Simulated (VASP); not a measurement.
# Rh (Fm-3m) in VASP: notebook

Rh is run at these levels: PBE; tasks: single point.

Program: VASP 6.6.1. These are calculated values, not measurements. Logs are shortened: lines on timing, memory, paths and dates and some standing lists are left out, and cuts for length are marked.

### 1 The cell of the first run

The structure is cubic, space group Fm-3m (No. 225). The conventional cell has a = 3.828 Å, b = 3.828 Å, c = 3.828 Å, α = 90.00°, β = 90.00°, γ = 90.00°. Rh (site symmetry m-3m) has 12 Rh at 2.71 Å within 3.6 Å.

### 2 Single point, PBE (volume scaled by 1.02)

Input file INCAR:

```
SYSTEM = Rh
PREC = Accurate ; ENCUT = 520
EDIFF = 1E-6 ; ISMEAR = -1
SIGMA = 0.03 ; LREAL = .FALSE.
LASPH = .TRUE. ; NELM = 100
ALGO = Normal ; ISIF = 2
LWAVE = .FALSE. ; LCHARG = .FALSE.
GGA = PE ; NBANDS = 14
```

Input file KPOINTS:

```
regular mesh
0
G
  16 16 16
  0 0 0
```

Input file POSCAR:

```
Rh
1.0
    0.0000000000      1.9141434134      1.9141434134
    1.9141434134      0.0000000000      1.9141434134
    1.9141434134      1.9141434134      0.0000000000
Rh
1
Direct
    0.0000000000      0.0000000000      0.0000000000
```

Potentials or basis: VASP PAW PBE potentials, release 64 (Rh_pv).

Started as:

```bash
$ cat potpaw_PBE.64/Rh_pv/POTCAR > POTCAR
$ mpirun -np 1 vasp_std > vasp.out
```

OUTCAR:

```text
SYSTEM = Rh
   PREC = Accurate
   ENCUT = 520
   EDIFF = 1E-6
   ISMEAR = -1
   LREAL = .FALSE.
   LASPH = .TRUE.
   NELM = 100
   ISIF = 2
   GGA = PE

 ion  position               nearest neighbor table
   1  0.000  0.000  0.000-

  LATTYP: Found a face centered cubic cell.
 ALAT       =     3.8282868268

  Lattice vectors:

 A1 = (   0.0000000000,   1.9141434134,   1.9141434134)
 A2 = (   1.9141434134,   0.0000000000,   1.9141434134)
 A3 = (   1.9141434134,   1.9141434134,   0.0000000000)

Analysis of symmetry for initial positions (statically):
=====================================================================
 Subroutine PRICEL returns:
 Original cell was already a primitive cell.

 Routine SETGRP: Setting up the symmetry group for a
 face centered cubic supercell.

 Subroutine GETGRP returns: Found 48 space group operations
 (whereof 48 operations were pure point group operations)
 out of a pool of 48 trial point group operations.

The static configuration has the point symmetry O_h .

Analysis of symmetry for dynamics (positions and initial velocities):
=====================================================================
 Subroutine PRICEL returns:
 Original cell was already a primitive cell.

 Routine SETGRP: Setting up the symmetry group for a
 face centered cubic supercell.

 Subroutine GETGRP returns: Found 48 space group operations
 (whereof 48 operations were pure point group operations)
 out of a pool of 48 trial point group operations.

The dynamic configuration has the point symmetry O_h .

 Subroutine INISYM returns: Found 48 space group operations
 (whereof 48 operations are pure point group operations),
 and found     1 'primitive' translations

----------------------------------------------------------------------------------------

                                     Primitive cell

  volume of cell :      14.0266

  direct lattice vectors                    reciprocal lattice vectors
     0.000000000  1.914143413  1.914143413    -0.261213447  0.261213447  0.261213447
     1.914143413  0.000000000  1.914143413     0.261213447 -0.261213447  0.261213447
     1.914143413  1.914143413  0.000000000     0.261213447  0.261213447 -0.261213447

  length of vectors
     2.707007576  2.707007576  2.707007576     0.452434963  0.452434963  0.452434963

  position of ions in fractional coordinates (direct lattice)
     0.000000000  0.000000000  0.000000000

  ion indices of the primitive-cell ions
   primitive index   ion index
                 1           1

[... 77 lines left out ...]
   ISIF   =      2    stress and relaxation
   ISYM   =      2    0-nonsym 1-usesym 2-fastsym
   POTIM  = 0.5000    time-step for ionic-motion
   TEBEG  =    0.0;   TEEND  =   0.0 temperature during run
   PSTRESS=    0.0 pullay stress
   NELECT =      15.0000    total number of electrons
   NUPDOWN=      -1.0000    fix difference up-down
   EMIN   =  10.00;   EMAX   =-10.00  energy-range for DOS
   EFERMI =   0.00;   METHOD = LEGACY
   ISMEAR =    -1;   SIGMA  =   0.03  broadening in eV -4-tet -1-fermi 0-gaus
   EFERMI_NEDOS =   21; number of points for ismear=-14 and -15
   IALGO  =     38    algorithm
   IMIX   =      4    mixing-type and parameters
     AMIX     =   0.40;   BMIX     =  1.00
     AMIX_MAG =   1.60;   BMIX_MAG =  1.00
  volume/ion in A,a.u.               =      14.03        94.66
  Fermi-wavevector in a.u.,A,eV,Ry     =   1.674123  3.163634 38.132897  2.802689
  Thomas-Fermi vector in A             =   2.758974
   LORBIT       =      0    0 simple, 1 ext, 2 COOP (PROOUT), +10 PAW based schemes
   GGA     = PE    functional components
   LHFCALC =     F    Hartree Fock is set to
   AEXX    =    0.0000 exact exchange contribution
   IVDW    =     0    specifies the selected vdW correction
   LEPSILON=     F    determine dielectric tensor
   LRPA    =     F    only Hartree local field effects (RPA)
 non-spin polarized calculation
  energy-cutoff  :      520.00
  volume of cell :       14.03
 maximum number of plane-waves:       391
   NGX =  9   NGY =  9   NGZ =  9

 number of electron      15.0000004 magnetization

 Free energy of the ion-electron system (eV)
  ---------------------------------------------------
  ext. energy  EPLUGINS =         0.00000000
  ---------------------------------------------------
  free energy    TOTEN  =        -7.25991538 eV

  energy without entropy =       -7.25521077  energy(sigma->0) =       -7.25756308

 E-fermi :  11.5248     XC(G=0): -13.9024

 val. band max:       11.5181252944   @ k =   0.4375   0.1250   0.0625
 cond. band min:      11.5276022070   @ k =  -0.3750   0.2500   0.0000
 fundamental gap:      0.0094769126
 Fermi energy:        11.5248350757

 k-point     1 :       0.0000    0.0000    0.0000
  band No.  band energies     occupation
      1     -34.8025      2.00000
      2     -34.8025      2.00000
      3     -34.8025      2.00000
      4       3.7284      2.00000
      5       8.5582      2.00000
      6       8.5582      2.00000
      7       8.5582      2.00000
      8      10.5791      2.00000
      9      10.5791      2.00000
     10      27.5483      0.00000
     11      32.1352      0.00000
     12      32.8961      0.00000
     13      32.8961      0.00000
     14      32.8961      0.00000
[... 377 lines left out ...]
      1     -34.8669      2.00000
      2     -34.8220      2.00000
      3     -34.8075      2.00000
      4       4.1330      2.00000
      5       8.3652      2.00000
      6       8.6999      2.00000
      7       8.7459      2.00000
      8      10.3993      2.00000
      9      10.6040      2.00000
     10      28.1058      0.00000
     11      31.2079      0.00000
     12      32.1359      0.00000
     13      32.9224      0.00000
     14      33.7323      0.00000

 [... further k-points ...]
[... 5 lines left out ...]
  --------------------------------------------------------------------------------------
  -------------------------------------------------------------------------------------
  Total        0.0367378      0.0367378      0.0367378     -0.0000000     -0.0000000      0.0000000
  in kB        4.1963336      4.1963336      4.1963336     -0.0000000     -0.0000000      0.0000000
  external PRESSURE =       4.1963336 kB  Pullay stress =       0.0000000 kB

 VOLUME and BASIS-vectors are now :
 -----------------------------------------------------------------------------
  energy-cutoff  :      520.00
  volume of cell :       14.03
      direct lattice vectors                 reciprocal lattice vectors
     0.000000000  1.914143413  1.914143413    -0.261213447  0.261213447  0.261213447
     1.914143413  0.000000000  1.914143413     0.261213447 -0.261213447  0.261213447
     1.914143413  1.914143413  0.000000000     0.261213447  0.261213447 -0.261213447

 POSITION                                       TOTAL-FORCE (eV/Angst)
 -----------------------------------------------------------------------------------
      0.00000      0.00000      0.00000         0.000000     -0.000000      0.000000
 -----------------------------------------------------------------------------------
    total drift:                                0.000000      0.000000      0.000000

  FREE ENERGIE OF THE ION-ELECTRON SYSTEM (eV)
  ---------------------------------------------------
  free  energy   TOTEN  =        -7.2599153786 eV

  energy  without entropy=       -7.2552107719  energy(sigma->0) =       -7.25756308
```

OSZICAR:

```text
N       E                     dE             d eps       ncg     rms          rms(c)
DAV:   1     0.122677118243E+03    0.12268E+03   -0.87660E+03  4060   0.115E+03
DAV:   2    -0.614757318621E+01   -0.12882E+03   -0.12330E+03  4540   0.343E+02
DAV:   3    -0.775376335152E+01   -0.16062E+01   -0.16040E+01  4888   0.421E+01
DAV:   4    -0.775991054979E+01   -0.61472E-02   -0.61468E-02  4732   0.266E+00
DAV:   5    -0.775996669104E+01   -0.56141E-04   -0.56141E-04  4792   0.225E-01    0.964E+00
DAV:   6    -0.727764308138E+01    0.48232E+00   -0.84203E-01  4348   0.125E+01    0.331E+00
DAV:   7    -0.726323201796E+01    0.14411E-01   -0.16701E-02  4684   0.149E+00    0.160E+00
DAV:   8    -0.726002881343E+01    0.32032E-02   -0.31385E-03  4336   0.749E-01    0.172E-01
DAV:   9    -0.725991367539E+01    0.11514E-03   -0.91511E-05  4396   0.132E-01    0.111E-02
DAV:  10    -0.725991524758E+01   -0.15722E-05   -0.32092E-06  4624   0.220E-02    0.262E-03
DAV:  11    -0.725991537858E+01   -0.13100E-06   -0.27188E-07  2198   0.722E-03
   1 F= -.72599154E+01 E0= -.72575631E+01  d E =-.470461E-02
```

stdout:

```text
POSCAR found type information on POSCAR Rh
 POSCAR found :  1 types and       1 ions
 scaLAPACK will be used
 LDA part: xc-table for (Slater+PW92), standard interpolation
 POSCAR, INCAR and KPOINTS ok, starting setup
 FFT: planning ... GRIDC
 FFT: planning ... GRID_SOFT
 FFT: planning ... GRID
 WAVECAR not read
 entering main loop
```

Run time: 18 s. Hardware: 1 thread of Intel Xeon Platinum 8259CL at 2.50GHz (Skylake/Cascade Lake), shared host; peak memory 0.14 GiB.

Results:

```
Free energy : -7.2599 eV
Pressure    : 0.4 GPa
```

### 3 Single point, PBE (volume scaled by 1.06)

Input file INCAR:

```
  ALGO = Normal
  EDIFF = 1E-6
  ENCUT = 520
  GGA = PE
  ISIF = 2
  ISMEAR = -1
  LASPH = T
  LCHARG = T
  LELF = T
  LREAL = F
  LVHAR = T
  LWAVE = F
  NBANDS = 14
  NELM = 100
  PREC = Accurate
  SIGMA = 0.03
```

Input file KPOINTS:

```
k-points
0
Gamma
  16 16 16
```

Input file POSCAR:

```
Rh
1.0
    0.0000000000      1.9388447625      1.9388447625
    1.9388447625      0.0000000000      1.9388447625
    1.9388447625      1.9388447625      0.0000000000
Rh
1
Direct
    0.0000000000      0.0000000000      0.0000000000
```

Potentials or basis: VASP PAW PBE potentials, release 64 (Rh_pv).

Started as:

```bash
$ cat potpaw_PBE.64/Rh_pv/POTCAR > POTCAR
$ mpirun -np 1 vasp_std > vasp.out
```

It took 21 s on 1 thread of Intel Xeon Platinum 8259CL at 2.50GHz (Skylake/Cascade Lake), shared host; peak memory 0.14 GiB.

Results (log left out):

- Free energy: -7.2456 eV
- Pressure: -8.6 GPa

Levels at points of the mesh, in eV from the Fermi level:
| k point | band 5 | band 6 | band 7 | band 8 | band 9 | band 10 |
| --- | --- | --- | --- | --- | --- | --- |
| (0.00, 0.00, 0.00) | -2.79 | -2.79 | -2.79 | -0.89 | -0.89 | 16.04 |
| (0.50, 0.00, 0.00) | -2.86 | -2.86 | 0.53 | 0.53 | 0.82 | 8.08 |
| (0.50, 0.50, 0.00) | -5.42 | 0.50 | 0.90 | 0.90 | 3.21 | 11.57 |
